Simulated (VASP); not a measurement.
# AlNi3 in VASP: further runs

Runs on AlNi3. Level: PBE. Tasks: single point.

Everything below comes from runs of VASP 6.6.1. Logs are shortened: lines on timing, memory, paths and dates and some standing lists are left out, and cuts for length are marked.

## 1. The cell of the first run

Symmetry: Pm-3m, No. 221, cubic system. The conventional cell has a = 3.523 Å, b = 3.523 Å, c = 3.523 Å, α = 90.00°, β = 90.00°, γ = 90.00°. Al (site symmetry m-3m) has 12 Ni at 2.49 Å within 3.3 Å. Ni (site symmetry 4/mmm) has 4 Al at 2.49 Å and 8 Ni at 2.49 Å within 3.3 Å.

## 2. Single point, PBE, collinear spin, ferromagnetic start

File INCAR:

```
  ALGO = Normal
  EDIFF = 1E-6
  ENCUT = 520
  GGA = PE
  ISIF = 2
  ISMEAR = -1
  ISPIN = 2
  LASPH = T
  LCHARG = F
  LMAXMIX = 4
  LORBIT = 11
  LREAL = F
  LWAVE = F
  MAGMOM = 0 1.5 1.5 1.5
  NBANDS = 28
  NELM = 150
  PREC = Accurate
  SIGMA = 0.1
```

File KPOINTS:

```
k-points
0
Gamma
  10 10 10
```

File POSCAR:

```
AlNi3
1.0
    3.5230550000      0.0000000000      0.0000000000
    0.0000000000      3.5230550000      0.0000000000
    0.0000000000      0.0000000000      3.5230550000
Al Ni
1 3
Direct
    0.0000000000      0.0000000000      0.0000000000
    0.0000000000      0.5000000000      0.5000000000
    0.5000000000      0.0000000000      0.5000000000
    0.5000000000      0.5000000000      0.0000000000
```

Potentials or basis: VASP PAW PBE potentials, release 64 (Al, Ni).

The run is started by

```console
cat potpaw_PBE.64/Al/POTCAR potpaw_PBE.64/Ni/POTCAR > POTCAR
mpirun -np 1 vasp_std > vasp.out
```

OUTCAR:

```text
EDIFF = 1E-6
   ENCUT = 520
   GGA = PE
   ISIF = 2
   ISMEAR = -1
   ISPIN = 2
   LASPH = T
   LORBIT = 11
   LREAL = F
   NELM = 150
   PREC = Accurate

 ion  position               nearest neighbor table
   1  0.000  0.000  0.000-   2 2.49   3 2.49   4 2.49   2 2.49   3 2.49   2 2.49   4 2.49   2 2.49
                             3 2.49   4 2.49   3 2.49   4 2.49
   2  0.000  0.500  0.500-   1 2.49   3 2.49   4 2.49   1 2.49   4 2.49   1 2.49   3 2.49   1 2.49
                             3 2.49   4 2.49   4 2.49   3 2.49
   3  0.500  0.000  0.500-   1 2.49   2 2.49   4 2.49   1 2.49   4 2.49   2 2.49   4 2.49   4 2.49
                             1 2.49   2 2.49   1 2.49   2 2.49
   4  0.500  0.500  0.000-   1 2.49   2 2.49   3 2.49   2 2.49   3 2.49   1 2.49   3 2.49   3 2.49
                             1 2.49   2 2.49   2 2.49   1 2.49

  LATTYP: Found a simple cubic cell.
 ALAT       =     3.5230550000

  Lattice vectors:

 A1 = (   3.5230550000,   0.0000000000,   0.0000000000)
 A2 = (   0.0000000000,   3.5230550000,   0.0000000000)
 A3 = (   0.0000000000,   0.0000000000,   3.5230550000)

Analysis of symmetry for initial positions (statically):
=====================================================================
 Subroutine PRICEL returns:
 Original cell was already a primitive cell.

 Routine SETGRP: Setting up the symmetry group for a
 simple cubic supercell.

 Subroutine GETGRP returns: Found 48 space group operations
 (whereof 48 operations were pure point group operations)
 out of a pool of 48 trial point group operations.

The static configuration has the point symmetry O_h .

Analysis of symmetry for dynamics (positions and initial velocities):
=====================================================================
 Subroutine PRICEL returns:
 Original cell was already a primitive cell.

 Routine SETGRP: Setting up the symmetry group for a
 simple cubic supercell.

 Subroutine GETGRP returns: Found 48 space group operations
 (whereof 48 operations were pure point group operations)
 out of a pool of 48 trial point group operations.

The dynamic configuration has the point symmetry O_h .

Analysis of structural, dynamic, and magnetic symmetry:
=====================================================================
 Subroutine PRICEL returns:
 Original cell was already a primitive cell.

 Routine SETGRP: Setting up the symmetry group for a
 simple cubic supercell.

 Subroutine GETGRP returns: Found 48 space group operations
 (whereof 48 operations were pure point group operations)
 out of a pool of 48 trial point group operations.

The overall configuration has the point symmetry O_h .

 Subroutine INISYM returns: Found 48 space group operations
 (whereof 48 operations are pure point group operations),
 and found     1 'primitive' translations

----------------------------------------------------------------------------------------

                                     Primitive cell

  volume of cell :      43.7279

  direct lattice vectors                    reciprocal lattice vectors
     3.523055000  0.000000000  0.000000000     0.283844561  0.000000000  0.000000000
     0.000000000  3.523055000  0.000000000     0.000000000  0.283844561  0.000000000
     0.000000000  0.000000000  3.523055000     0.000000000  0.000000000  0.283844561

  length of vectors
     3.523055000  3.523055000  3.523055000     0.283844561  0.283844561  0.283844561

  position of ions in fractional coordinates (direct lattice)
     0.000000000  0.000000000  0.000000000
     0.000000000  0.500000000  0.500000000
     0.500000000  0.000000000  0.500000000
     0.500000000  0.500000000  0.000000000

  ion indices of the primitive-cell ions
   primitive index   ion index
                 1           1
                 2           2
                 3           3
                 4           4

----------------------------------------------------------------------------------------

 KPOINTS: k-points

Automatic generation of k-mesh.
 Grid dimensions read from file:
 generate k-points for:   10   10   10

 Generating k-lattice:

  Cartesian coordinates                     Fractional coordinates (reciprocal lattice)
     0.028384456  0.000000000  0.000000000     0.100000000  0.000000000  0.000000000
     0.000000000  0.028384456  0.000000000     0.000000000  0.100000000  0.000000000
     0.000000000  0.000000000  0.028384456     0.000000000  0.000000000  0.100000000

  Length of vectors
     0.028384456  0.028384456  0.028384456

  Shift w.r.t. Gamma in fractional coordinates (k-lattice)
     0.000000000  0.000000000  0.000000000

 Subroutine IBZKPT returns following result:
 ===========================================

 Found     56 irreducible k-points:

 Following reciprocal coordinates:
            Coordinates               Weight
  0.000000  0.000000  0.000000      1.000000
  0.100000  0.000000  0.000000      6.000000
  0.200000  0.000000  0.000000      6.000000
  0.300000  0.000000  0.000000      6.000000
  0.400000  0.000000  0.000000      6.000000
  0.500000  0.000000  0.000000      3.000000
[... 16 lines left out ...]
  0.200000  0.100000  0.100000     24.000000
  0.300000  0.100000  0.100000     24.000000
 [... further k-points ...]
   k-points           NKPTS =     56   k-points in BZ     NKDIM =     56   number of bands    NBANDS=     28
   number of dos      NEDOS =    301   number of ions     NIONS =      4
   total plane-waves  NPLWV =  21952
   dimension x,y,z NGX =    28 NGY =   28 NGZ =   28
   dimension x,y,z NGXF=    56 NGYF=   56 NGZF=   56
   ions per type =               1   3
   NGX,Y,Z   is equivalent  to a cutoff of  13.21, 13.21, 13.21 a.u.
   NGXF,Y,Z  is equivalent  to a cutoff of  26.43, 26.43, 26.43 a.u.
 SYSTEM =  unknown system
   PREC   = accura    normal or accurate (medium, high low for compatibility)
   ISTART =      0    job   : 0-new  1-cont  2-samecut
   ICHARG =      2    charge: 1-file 2-atom 10-const
   ISPIN  =      2    spin polarized calculation?
   LNONCOLLINEAR =      F non collinear calculations
   LSORBIT =      F    spin-orbit coupling
   LASPH  =      T    aspherical Exc in radial PAW
   ENCUT  =  520.0 eV  38.22 Ry    6.18 a.u.   6.55  6.55  6.55*2*pi/ulx,y,z
   NELM   =    150;   NELMIN=  2; NELMDL= -5     # of ELM steps
   EDIFF  = 0.1E-05   stopping-criterion for ELM
   LREAL  =      F    real-space projection
   EDIFFG = 0.1E-04   stopping-criterion for IOM
   NSW    =      0    number of steps for IOM
   IBRION =     -1    ionic relax: 0-MD 1-quasi-New 2-CG
   NFREE  =      0    steps in history (QN), initial steepest desc. (CG)
   ISIF   =      2    stress and relaxation
   ISYM   =      2    0-nonsym 1-usesym 2-fastsym
   POTIM  = 0.5000    time-step for ionic-motion
   TEBEG  =    0.0;   TEEND  =   0.0 temperature during run
   PSTRESS=    0.0 pullay stress
   NELECT =      33.0000    total number of electrons
   NUPDOWN=      -1.0000    fix difference up-down
   EMIN   =  10.00;   EMAX   =-10.00  energy-range for DOS
   EFERMI =   0.00;   METHOD = LEGACY
   ISMEAR =    -1;   SIGMA  =   0.10  broadening in eV -4-tet -1-fermi 0-gaus
   EFERMI_NEDOS =   21; number of points for ismear=-14 and -15
   IALGO  =     38    algorithm
   IMIX   =      4    mixing-type and parameters
     AMIX     =   0.40;   BMIX     =  1.00
     AMIX_MAG =   1.60;   BMIX_MAG =  1.00
  volume/ion in A,a.u.               =      10.93        73.77
  Fermi-wavevector in a.u.,A,eV,Ry     =   1.490482  2.816602 30.225838  2.221536
  Thomas-Fermi vector in A             =   2.603258
   LORBIT       =     11    0 simple, 1 ext, 2 COOP (PROOUT), +10 PAW based schemes
   GGA     = PE    functional components
   LHFCALC =     F    Hartree Fock is set to
   AEXX    =    0.0000 exact exchange contribution
   IVDW    =     0    specifies the selected vdW correction
   LEPSILON=     F    determine dielectric tensor
   LRPA    =     F    only Hartree local field effects (RPA)
 spin polarized calculation
  energy-cutoff  :      520.00
  volume of cell :       43.73
 maximum number of plane-waves:      1208
 NGX is ok and might be reduce to    28
   NGX = 13   NGY = 13   NGZ = 13

 number of electron      32.9999980 magnetization       0.0880899

 Free energy of the ion-electron system (eV)
  ---------------------------------------------------
  ext. energy  EPLUGINS =         0.00000000
  ---------------------------------------------------
  free energy    TOTEN  =       -21.92229296 eV

  energy without entropy =      -21.78264335  energy(sigma->0) =      -21.85246815

 E-fermi :   9.9231     XC(G=0): -12.8539

 val. band max:        9.9198280050   @ k =   0.3000   0.2000   0.2000
 cond. band min:       9.9245534947   @ k =   0.2000   0.2000   0.2000
 fundamental gap:      0.0047254898
 Fermi energy:         9.9231306142

 spin component 1

 k-point     1 :       0.0000    0.0000    0.0000
  band No.  band energies     occupation
      1      -0.2486      1.00000
      2       5.4920      1.00000
      3       6.2081      1.00000
      4       6.2081      1.00000
      5       6.6336      1.00000
      6       6.6336      1.00000
[... 20 lines left out ...]
     27      24.1631      0.00000
     28      24.1631      0.00000

 k-point     2 :       0.1000    0.0000    0.0000
  band No.  band energies     occupation
      1      -0.1237      1.00000
      2       5.5303      1.00000
      3       6.1308      1.00000
      4       6.2883      1.00000
      5       6.6528      1.00000
      6       6.6528      1.00000
[... 20 lines left out ...]
     27      23.5345      0.00000
     28      23.6440      0.00000

 k-point     3 :       0.2000    0.0000    0.0000
  band No.  band energies     occupation
      1       0.2469      1.00000
      2       5.4936      1.00000
      3       5.9678      1.00000
      4       6.5157      1.00000
      5       6.7060      1.00000
      6       6.7060      1.00000
[... 616 lines left out ...]
      3       6.0274      1.00000
      4       6.4336      1.00000
      5       6.6051      1.00000
      6       6.8009      1.00000
[... 20 lines left out ...]
     27      23.7555      0.00000
     28      24.5099      0.00000

 k-point    24 :       0.3000    0.1000    0.1000
  band No.  band energies     occupation
      1       1.0834      1.00000
      2       5.0322      1.00000
      3       6.1322      1.00000
      4       6.6371      1.00000
      5       6.7150      1.00000
      6       6.9218      1.00000
[... 20 lines left out ...]
     27      23.0133      0.00000
     28      25.0240      0.00000

 [... further k-points ...]

 spin component 2

 k-point     1 :       0.0000    0.0000    0.0000
  band No.  band energies     occupation
      1      -0.2521      1.00000
      2       5.5022      1.00000
      3       6.2273      1.00000
      4       6.2273      1.00000
      5       6.6683      1.00000
      6       6.6683      1.00000
[... 20 lines left out ...]
     27      24.1633      0.00000
     28      24.1633      0.00000

 k-point     2 :       0.1000    0.0000    0.0000
  band No.  band energies     occupation
      1      -0.1271      1.00000
      2       5.5403      1.00000
      3       6.1485      1.00000
      4       6.3077      1.00000
      5       6.6867      1.00000
      6       6.6867      1.00000
[... 20 lines left out ...]
     27      23.5344      0.00000
     28      23.6451      0.00000

 k-point     3 :       0.2000    0.0000    0.0000
  band No.  band energies     occupation
      1       0.2435      1.00000
      2       5.5019      1.00000
      3       5.9821      1.00000
      4       6.5358      1.00000
      5       6.7380      1.00000
      6       6.7380      1.00000
[... 616 lines left out ...]
      3       6.0413      1.00000
      4       6.4513      1.00000
      5       6.6344      1.00000
      6       6.8339      1.00000
[... 20 lines left out ...]
     27      23.7563      0.00000
     28      24.5112      0.00000

 k-point    24 :       0.3000    0.1000    0.1000
  band No.  band energies     occupation
      1       1.0800      1.00000
      2       5.0359      1.00000
      3       6.1454      1.00000
      4       6.6625      1.00000
      5       6.7336      1.00000
      6       6.9523      1.00000
[... 20 lines left out ...]
     27      23.0170      0.00000
     28      25.0247      0.00000

 [... further k-points ...]

------------------------ aborting loop because EDIFF is reached ----------------------------------------

  FORCE on cell =-STRESS in cart. coord.  units (eV):
  Direction    XX          YY          ZZ          XY          YZ          ZX
  --------------------------------------------------------------------------------------
  -------------------------------------------------------------------------------------
  Total        1.9856981      1.9856981      1.9856981      0.0000000     -0.0000000      0.0000000
  in kB       72.7554491     72.7554491     72.7554491      0.0000000     -0.0000000      0.0000000
  external PRESSURE =      72.7554491 kB  Pullay stress =       0.0000000 kB

 VOLUME and BASIS-vectors are now :
 -----------------------------------------------------------------------------
  energy-cutoff  :      520.00
  volume of cell :       43.73
      direct lattice vectors                 reciprocal lattice vectors
     3.523055000  0.000000000  0.000000000     0.283844561  0.000000000  0.000000000
     0.000000000  3.523055000  0.000000000     0.000000000  0.283844561  0.000000000
     0.000000000  0.000000000  3.523055000     0.000000000  0.000000000  0.283844561

 POSITION                                       TOTAL-FORCE (eV/Angst)
 -----------------------------------------------------------------------------------
      0.00000      0.00000      0.00000         0.000000      0.000000      0.000000
      0.00000      1.76153      1.76153         0.000000      0.000000      0.000000
      1.76153      0.00000      1.76153         0.000000      0.000000      0.000000
      1.76153      1.76153      0.00000         0.000000      0.000000      0.000000
 -----------------------------------------------------------------------------------
    total drift:                                0.000000      0.000000      0.000000

  FREE ENERGIE OF THE ION-ELECTRON SYSTEM (eV)
  ---------------------------------------------------
  free  energy   TOTEN  =       -21.9222929605 eV

  energy  without entropy=      -21.7826433469  energy(sigma->0) =      -21.85246815

 total charge

# of ion       s       p       d       tot
------------------------------------------
    1        0.412   0.406   0.000   0.818
    2        0.507   0.545   8.397   9.448
    3        0.507   0.545   8.397   9.448
    4        0.507   0.545   8.397   9.448
--------------------------------------------------
tot          1.932   2.040  25.191  29.163

 magnetization (x)

# of ion       s       p       d       tot
------------------------------------------
    1       -0.000  -0.001   0.000  -0.001
    2       -0.000  -0.001   0.033   0.031
    3       -0.000  -0.001   0.033   0.031
    4       -0.000  -0.001   0.033   0.031
--------------------------------------------------
tot         -0.001  -0.004   0.098   0.092
```

It took 3.9 min on 1 thread of Intel Xeon Platinum 8488C (Sapphire Rapids), shared host; peak memory 0.24 GiB.

Results:

| Quantity | Value |
| --- | --- |
| Free energy | -21.9223 eV |
| Pressure | 7.3 GPa |
| Net moment | 0.09 μB per cell |
| Site moments | Al -0.00; Ni +0.03 μB |
| Valence electrons inside the program's atomic spheres | Al 0.82; Ni 9.45 |

Caveat: the cell stands under pressure; the moments typed at the start vanished in this run.

[end of part 1 of 2]
